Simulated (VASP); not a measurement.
# Cr (Im-3m) in VASP: settings compared, part 2 of 2

VASP 6.6.1. The steps go on from the part before.

## Step 4: Single point, BHLYP, collinear spin, ferromagnetic start

This run uses another cell than the first one, of 13.87 Å³/atom.

Input file POSCAR:

```
Cr
1.0
   -1.5135639255      1.5135639255      1.5135639255
    1.5135639255     -1.5135639255      1.5135639255
    1.5135639255      1.5135639255     -1.5135639255
Cr
1
Direct
    0.0000000000      0.0000000000      0.0000000000
```

Input file INCAR.step1:

```
PREC = Accurate
ENCUT = 520
EDIFF = 1E-5
ISMEAR = -1
SIGMA = 0.05
LREAL = False
LASPH = True
NELM = 150
ALGO = Normal
ISIF = 2
LWAVE = True
ISPIN = 2
MAGMOM = 3
LORBIT = 11
LMAXMIX = 4
NBANDS = 16
GGA = PE
```

Input file INCAR.step2:

```
PREC = Accurate
ENCUT = 520
EDIFF = 1E-7
ISMEAR = -1
SIGMA = 0.05
LREAL = False
LASPH = True
NELM = 150
ALGO = Normal
ISIF = 2
LWAVE = False
LCHARG = True
ISPIN = 2
MAGMOM = 3
LORBIT = 11
LMAXMIX = 4
GGA = B5
LHFCALC = True
AEXX = 0.5
ALDAX = 0.5
AGGAX = 0.5
AGGAC = 1.0
ALDAC = 0.0
PRECFOCK = Normal
LELF = True
LVHAR = True
NBANDS = 16
ISTART = 1
```

Input file KPOINTS:

```
Automatic mesh
0
Gamma
  6 6 6
```

Potentials or basis: VASP PAW PBE potentials, release 64 (Cr_pv).

The run is started by

```
$ cat potpaw_PBE.64/Cr_pv/POTCAR > POTCAR
$ cp INCAR.step1 INCAR
$ mpirun -np 1 vasp_std > vasp.out
$ cp INCAR.step2 INCAR
$ mpirun -np 1 vasp_std > vasp.out
```

OUTCAR:

```text
PREC = Accurate
   ENCUT = 520
   EDIFF = 1E-7
   ISMEAR = -1
   LREAL = False
   LASPH = True
   NELM = 150
   ISIF = 2
   ISPIN = 2
   LORBIT = 11
   GGA = B5
   LHFCALC = True
   AEXX = 0.5
   PRECFOCK = Normal
   ISTART = 1

 ion  position               nearest neighbor table
   1  0.000  0.000  0.000-

  LATTYP: Found a body centered cubic cell.
 ALAT       =     3.0271278510

  Lattice vectors:

 A1 = (  -1.5135639255,   1.5135639255,   1.5135639255)
 A2 = (   1.5135639255,  -1.5135639255,   1.5135639255)
 A3 = (   1.5135639255,   1.5135639255,  -1.5135639255)

Analysis of symmetry for initial positions (statically):
=====================================================================
 Subroutine PRICEL returns:
 Original cell was already a primitive cell.

 Routine SETGRP: Setting up the symmetry group for a
 body centered cubic supercell.

 Subroutine GETGRP returns: Found 48 space group operations
 (whereof 48 operations were pure point group operations)
 out of a pool of 48 trial point group operations.

The static configuration has the point symmetry O_h .

[... 484 lines left out ...]
 Fermi energy:         8.5076177897

 spin component 2

 k-point     1 :       0.0000    0.0000    0.0000
  band No.  band energies     occupation
      1     -42.0940      1.00000
      2     -42.0940      1.00000
      3     -42.0940      1.00000
      4      -1.4821      1.00000
      5       5.7925      1.00000
      6       5.7925      1.00000
[... 281 lines left out ...]
      3     -42.5411      1.00000
      4       4.5839      1.00000
      5       4.5839      1.00000
      6      11.9692      0.00000
[... 8 lines left out ...]
     15      31.5719      0.00000
     16      45.0572      0.00000

------------------------ aborting loop because EDIFF is reached ----------------------------------------

  FORCE on cell =-STRESS in cart. coord.  units (eV):
  Direction    XX          YY          ZZ          XY          YZ          ZX
  --------------------------------------------------------------------------------------
  -------------------------------------------------------------------------------------
  Total       -3.2604294     -3.2604294     -3.2604294     -0.0000000      0.0000000     -0.0000000
  in kB     -376.6370903   -376.6370903   -376.6370903     -0.0000000      0.0000000     -0.0000000
  external PRESSURE =    -376.6370903 kB  Pullay stress =       0.0000000 kB

 VOLUME and BASIS-vectors are now :
 -----------------------------------------------------------------------------
  energy-cutoff  :      520.00
  volume of cell :       13.87
      direct lattice vectors                 reciprocal lattice vectors
    -1.513563925  1.513563925  1.513563925     0.000000000  0.330346140  0.330346140
     1.513563925 -1.513563925  1.513563925     0.330346140  0.000000000  0.330346140
     1.513563925  1.513563925 -1.513563925     0.330346140  0.330346140  0.000000000

 POSITION                                       TOTAL-FORCE (eV/Angst)
 -----------------------------------------------------------------------------------
      0.00000      0.00000      0.00000        -0.000000      0.000000     -0.000000
 -----------------------------------------------------------------------------------
    total drift:                               -0.000000     -0.000000     -0.000000

  FREE ENERGIE OF THE ION-ELECTRON SYSTEM (eV)
  ---------------------------------------------------
  free  energy   TOTEN  =       -15.0749061941 eV

  energy  without entropy=      -15.0749061860  energy(sigma->0) =      -15.07490619

 total charge

# of ion       s       p       d       tot
------------------------------------------
    1        0.454   6.353   3.979  10.785

 magnetization (x)

# of ion       s       p       d       tot
------------------------------------------
    1       -0.001  -0.003   0.071   0.066
```

OSZICAR.step1:

```text
N       E                     dE             d eps       ncg     rms          rms(c)
DAV:   1     0.848045028688E+02    0.84805E+02   -0.62212E+03  1024   0.816E+02
DAV:   2    -0.817544404470E+01   -0.92980E+02   -0.88693E+02  1120   0.242E+02
DAV:   3    -0.975604009369E+01   -0.15806E+01   -0.15767E+01  1208   0.355E+01
DAV:   4    -0.976288032461E+01   -0.68402E-02   -0.68402E-02  1168   0.233E+00
DAV:   5    -0.976294070877E+01   -0.60384E-04   -0.60384E-04  1224   0.198E-01    0.160E+01
DAV:   6    -0.922242867233E+01    0.54051E+00   -0.25321E+00  1048   0.275E+01    0.359E+00
DAV:   7    -0.927814326069E+01   -0.55715E-01   -0.20021E-01  1032   0.401E+00    0.208E+00
DAV:   8    -0.928184537093E+01   -0.37021E-02   -0.48549E-03  1160   0.931E-01    0.980E-01
DAV:   9    -0.927887250374E+01    0.29729E-02   -0.16405E-03  1088   0.519E-01    0.362E-01
DAV:  10    -0.927960169367E+01   -0.72919E-03   -0.54733E-04  1072   0.290E-01    0.960E-02
DAV:  11    -0.927964500314E+01   -0.43309E-04   -0.41343E-05  1056   0.581E-02    0.268E-02
DAV:  12    -0.927964980471E+01   -0.48016E-05   -0.32381E-06   536   0.183E-02
   1 F= -.92796498E+01 E0= -.92769613E+01  d E =-.537692E-02  mag=     0.0003
```

It took 69 min on 1 thread of Intel Xeon 8259CL, shared host; peak memory 0.14 GiB.

Results:

```yaml
Free_energy: -15.0749 eV
Pressure: -37.7 GPa
Net_moment: 0.06 μB per cell
Site_moments: Cr +0.07 μB
Valence_electrons_inside_the_program's_atomic_spheres: Cr 10.79
```

Levels at points of the mesh, in eV from the Fermi level:
Spin up:
| k point | band 3 | band 4 | band 5 | band 6 | band 7 | band 8 | band 9 | band 10 |
| --- | --- | --- | --- | --- | --- | --- | --- | --- |
| (0.00, 0.00, 0.00) | -50.75 | -9.93 | -3.03 | -3.03 | -3.03 | 5.02 | 5.02 | 12.52 |
| (0.50, 0.00, 0.00) | -50.72 | -5.95 | -4.61 | 1.42 | 3.22 | 4.10 | 5.09 | 10.73 |
| (0.50, 0.50, 0.50) | -51.19 | -3.79 | -3.79 | 2.94 | 2.94 | 2.94 | 11.71 | 11.71 |
Spin down:
| k point | band 2 | band 3 | band 4 | band 5 | band 6 | band 7 | band 8 | band 9 | band 10 | band 11 |
| --- | --- | --- | --- | --- | --- | --- | --- | --- | --- | --- |
| (0.00, 0.00, 0.00) | -50.60 | -50.60 | -9.99 | -2.72 | -2.72 | -2.72 | 4.96 | 4.96 | 12.62 | 24.31 |
| (0.50, 0.00, 0.00) | -50.80 | -50.58 | -5.81 | -4.31 | 1.34 | 3.64 | 4.15 | 5.03 | 10.83 | 12.78 |
| (0.50, 0.50, 0.50) | -51.05 | -51.05 | -3.92 | -3.92 | 3.46 | 3.46 | 3.46 | 11.75 | 11.75 | 11.75 |

Caveat: the k points lie up to 0.49 Å⁻¹ apart; the PAW data sets were made with another functional, which shifts forces and pressure a little.
